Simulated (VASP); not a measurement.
# TiTe2 (Fm-3m) in VASP: notebook, part 2 of 2

VASP 6.6.1. Earlier steps stand in the parts before.

## (3) Single point, PBE

This run uses another cell than the first one, of 27.04 Å³/atom, 0.996 times its volume.

INCAR

```
PREC     = Accurate       # precision mode
ENCUT    = 520            # plane-wave cutoff, eV
EDIFF    = 1E-6           # SCF threshold, eV
ISMEAR   = -1             # smearing method
SIGMA    = 0.02           # smearing width, eV
LREAL    = F              # projectors in reciprocal space
LASPH    = T              # aspherical terms in the spheres
NELM     = 60             # most SCF steps
ALGO     = Normal         # electronic algorithm
ISIF     = 2              # what is computed and relaxed
LWAVE    = F              # write WAVECAR
LCHARG   = F              # write CHGCAR
GGA      = PE             # functional
NBANDS   = 19             # bands
```

KPOINTS

```
Automatic mesh
0
Gamma
  6 6 6
```

POSCAR

```
TiTe2
1.0
    0.0000000000      3.4356562601      3.4356562601
    3.4356562601      0.0000000000      3.4356562601
    3.4356562601      3.4356562601      0.0000000000
Ti Te
1 2
Direct
    0.0000000000      0.0000000000      0.0000000000
    0.2500000000      0.2500000000      0.2500000000
    0.7500000000      0.7500000000      0.7500000000
```

Potentials or basis: VASP PAW PBE potentials, release 64 (Ti_sv, Te).

Launch:

```console
$ cat potpaw_PBE.64/Ti_sv/POTCAR potpaw_PBE.64/Te/POTCAR > POTCAR
$ mpirun -np 1 vasp_std > vasp.out
```

OUTCAR:

```text
PREC = Accurate
   ENCUT = 520
   EDIFF = 1E-6
   ISMEAR = -1
   LREAL = F
   LASPH = T
   NELM = 60
   ISIF = 2
   GGA = PE

 ion  position               nearest neighbor table
   1  0.000  0.000  0.000-   3 2.98   3 2.98   3 2.98   2 2.98   3 2.98   2 2.98   2 2.98   2 2.98

   2  0.250  0.250  0.250-   1 2.98   1 2.98   1 2.98   1 2.98   3 3.44   3 3.44   3 3.44   3 3.44
                             3 3.44   3 3.44
   3  0.750  0.750  0.750-   1 2.98   1 2.98   1 2.98   1 2.98   2 3.44   2 3.44   2 3.44   2 3.44
                             2 3.44   2 3.44

  LATTYP: Found a face centered cubic cell.
 ALAT       =     6.8713125202

  Lattice vectors:

 A1 = (   0.0000000000,   3.4356562601,   3.4356562601)
 A2 = (   3.4356562601,   0.0000000000,   3.4356562601)
 A3 = (   3.4356562601,   3.4356562601,   0.0000000000)

Analysis of symmetry for initial positions (statically):
=====================================================================
 Subroutine PRICEL returns:
 Original cell was already a primitive cell.

 Routine SETGRP: Setting up the symmetry group for a
 face centered cubic supercell.

 Subroutine GETGRP returns: Found 48 space group operations
 (whereof 48 operations were pure point group operations)
 out of a pool of 48 trial point group operations.

The static configuration has the point symmetry O_h .

Analysis of symmetry for dynamics (positions and initial velocities):
=====================================================================
 Subroutine PRICEL returns:
 Original cell was already a primitive cell.

 Routine SETGRP: Setting up the symmetry group for a
 face centered cubic supercell.

 Subroutine GETGRP returns: Found 48 space group operations
 (whereof 48 operations were pure point group operations)
 out of a pool of 48 trial point group operations.

The dynamic configuration has the point symmetry O_h .

 Subroutine INISYM returns: Found 48 space group operations
 (whereof 48 operations are pure point group operations),
 and found     1 'primitive' translations

----------------------------------------------------------------------------------------

                                     Primitive cell

  volume of cell :      81.1071

  direct lattice vectors                    reciprocal lattice vectors
     0.000000000  3.435656260  3.435656260    -0.145532603  0.145532603  0.145532603
     3.435656260  0.000000000  3.435656260     0.145532603 -0.145532603  0.145532603
     3.435656260  3.435656260  0.000000000     0.145532603  0.145532603 -0.145532603

  length of vectors
     4.858751679  4.858751679  4.858751679     0.252069863  0.252069863  0.252069863

  position of ions in fractional coordinates (direct lattice)
     0.000000000  0.000000000  0.000000000
     0.250000000  0.250000000  0.250000000
     0.750000000  0.750000000  0.750000000

  ion indices of the primitive-cell ions
   primitive index   ion index
                 1           1
                 2           2
                 3           3

----------------------------------------------------------------------------------------

 KPOINTS: Automatic mesh

Automatic generation of k-mesh.
 Grid dimensions read from file:
 generate k-points for:    6    6    6

 Generating k-lattice:

  Cartesian coordinates                     Fractional coordinates (reciprocal lattice)
    -0.024255434  0.024255434  0.024255434     0.166666667  0.000000000  0.000000000
     0.024255434 -0.024255434  0.024255434     0.000000000  0.166666667  0.000000000
     0.024255434  0.024255434 -0.024255434     0.000000000  0.000000000  0.166666667

  Length of vectors
     0.042011644  0.042011644  0.042011644

  Shift w.r.t. Gamma in fractional coordinates (k-lattice)
     0.000000000  0.000000000  0.000000000

 Subroutine IBZKPT returns following result:
 ===========================================

 Found     16 irreducible k-points:

 Following reciprocal coordinates:
            Coordinates               Weight
  0.000000  0.000000  0.000000      1.000000
  0.166667  0.000000  0.000000      8.000000
  0.333333  0.000000  0.000000      8.000000
  0.500000  0.000000  0.000000      4.000000
  0.166667  0.166667  0.000000      6.000000
  0.333333  0.166667  0.000000     24.000000
[... 8 lines left out ...]
 -0.333333  0.333333  0.166667     24.000000
 -0.333333  0.500000  0.166667     12.000000
   k-points           NKPTS =     16   k-points in BZ     NKDIM =     16   number of bands    NBANDS=     19
   number of dos      NEDOS =    301   number of ions     NIONS =      3
   total plane-waves  NPLWV =  46656
   dimension x,y,z NGX =    36 NGY =   36 NGZ =   36
   dimension x,y,z NGXF=    72 NGYF=   72 NGZF=   72
   ions per type =               1   2
   NGX,Y,Z   is equivalent  to a cutoff of  12.32, 12.32, 12.32 a.u.
   NGXF,Y,Z  is equivalent  to a cutoff of  24.64, 24.64, 24.64 a.u.
 SYSTEM =  unknown system
   PREC   = accura    normal or accurate (medium, high low for compatibility)
   ISTART =      0    job   : 0-new  1-cont  2-samecut
   ICHARG =      2    charge: 1-file 2-atom 10-const
   ISPIN  =      1    spin polarized calculation?
   LNONCOLLINEAR =      F non collinear calculations
   LSORBIT =      F    spin-orbit coupling
   LASPH  =      T    aspherical Exc in radial PAW
   ENCUT  =  520.0 eV  38.22 Ry    6.18 a.u.   9.03  9.03  9.03*2*pi/ulx,y,z
   NELM   =     60;   NELMIN=  2; NELMDL= -5     # of ELM steps
   EDIFF  = 0.1E-05   stopping-criterion for ELM
   LREAL  =      F    real-space projection
   EDIFFG = 0.1E-04   stopping-criterion for IOM
   NSW    =      0    number of steps for IOM
   IBRION =     -1    ionic relax: 0-MD 1-quasi-New 2-CG
   NFREE  =      0    steps in history (QN), initial steepest desc. (CG)
   ISIF   =      2    stress and relaxation
   ISYM   =      2    0-nonsym 1-usesym 2-fastsym
   POTIM  = 0.5000    time-step for ionic-motion
   TEBEG  =    0.0;   TEEND  =   0.0 temperature during run
   PSTRESS=    0.0 pullay stress
   NELECT =      24.0000    total number of electrons
   NUPDOWN=      -1.0000    fix difference up-down
   EMIN   =  10.00;   EMAX   =-10.00  energy-range for DOS
   EFERMI =   0.00;   METHOD = LEGACY
   ISMEAR =    -1;   SIGMA  =   0.02  broadening in eV -4-tet -1-fermi 0-gaus
   EFERMI_NEDOS =   21; number of points for ismear=-14 and -15
   IALGO  =     38    algorithm
   IMIX   =      4    mixing-type and parameters
     AMIX     =   0.40;   BMIX     =  1.00
     AMIX_MAG =   1.60;   BMIX_MAG =  1.00
  volume/ion in A,a.u.               =      27.04       182.45
  Fermi-wavevector in a.u.,A,eV,Ry     =   1.090918  2.061537 16.192329  1.190103
  Thomas-Fermi vector in A             =   2.227153
   LORBIT       =      0    0 simple, 1 ext, 2 COOP (PROOUT), +10 PAW based schemes
   GGA     = PE    functional components
   LHFCALC =     F    Hartree Fock is set to
   AEXX    =    0.0000 exact exchange contribution
   IVDW    =     0    specifies the selected vdW correction
   LEPSILON=     F    determine dielectric tensor
   LRPA    =     F    only Hartree local field effects (RPA)
 non-spin polarized calculation
  energy-cutoff  :      520.00
  volume of cell :       81.11
 maximum number of plane-waves:      2202
   NGX = 19   NGY = 19   NGZ = 19

 number of electron      23.9999995 magnetization

 Free energy of the ion-electron system (eV)
  ---------------------------------------------------
  ext. energy  EPLUGINS =         0.00000000
  ---------------------------------------------------
  free energy    TOTEN  =       -15.02872736 eV

  energy without entropy =      -15.01911020  energy(sigma->0) =      -15.02391878

 E-fermi :   7.4292     XC(G=0):  -9.7833

 val. band max:        7.4136939559   @ k =  -0.3333   0.5000   0.1667
 cond. band min:       7.4389559722   @ k =  -0.3333   0.3333   0.1667
 fundamental gap:      0.0252620163
 Fermi energy:         7.4291658208

 k-point     1 :       0.0000    0.0000    0.0000
  band No.  band energies     occupation
      1     -50.3442      2.00000
      2     -26.5980      2.00000
      3     -26.5980      2.00000
      4     -26.5980      2.00000
      5      -5.8181      2.00000
      6      -2.0026      2.00000
[... 11 lines left out ...]
     18      10.3616      0.00000
     19      10.3616      0.00000
[... 313 lines left out ...]
      3     -26.6002      2.00000
      4     -26.5995      2.00000
      5      -4.2394      2.00000
      6      -3.7210      2.00000
[... 11 lines left out ...]
     18      10.8136      0.00000
     19      12.8324      0.00000

------------------------ aborting loop because EDIFF is reached ----------------------------------------

  FORCE on cell =-STRESS in cart. coord.  units (eV):
  Direction    XX          YY          ZZ          XY          YZ          ZX
  --------------------------------------------------------------------------------------
  -------------------------------------------------------------------------------------
  Total        0.0132134      0.0132134      0.0132134      0.0000000     -0.0000000      0.0000000
  in kB        0.2610145      0.2610145      0.2610145      0.0000000     -0.0000000      0.0000000
  external PRESSURE =       0.2610145 kB  Pullay stress =       0.0000000 kB

 VOLUME and BASIS-vectors are now :
 -----------------------------------------------------------------------------
  energy-cutoff  :      520.00
  volume of cell :       81.11
      direct lattice vectors                 reciprocal lattice vectors
     0.000000000  3.435656260  3.435656260    -0.145532603  0.145532603  0.145532603
     3.435656260  0.000000000  3.435656260     0.145532603 -0.145532603  0.145532603
     3.435656260  3.435656260  0.000000000     0.145532603  0.145532603 -0.145532603

 POSITION                                       TOTAL-FORCE (eV/Angst)
 -----------------------------------------------------------------------------------
      0.00000      0.00000      0.00000        -0.000000     -0.000000     -0.000000
      1.71783      1.71783      1.71783        -0.000000      0.000000     -0.000000
      5.15348      5.15348      5.15348         0.000000     -0.000000      0.000000
 -----------------------------------------------------------------------------------
    total drift:                               -0.000000      0.000000      0.000000

  FREE ENERGIE OF THE ION-ELECTRON SYSTEM (eV)
  ---------------------------------------------------
  free  energy   TOTEN  =       -15.0287273614 eV

  energy  without entropy=      -15.0191101974  energy(sigma->0) =      -15.02391878
```

It took 43 s on 1 thread of Intel Xeon Platinum 8259CL at 2.50GHz (Skylake/Cascade Lake), shared host; peak memory 0.2 GiB.

Results:

```
Free energy            : -15.0287 eV
Pressure               : 0.0 GPa
Band gap on the k mesh : zero (band 12 reaches 7.52 eV, above the bottom of band 13 at 7.20 eV)
```

Caveat: spin-orbit coupling is left out, which moves the levels of the heavy elements.
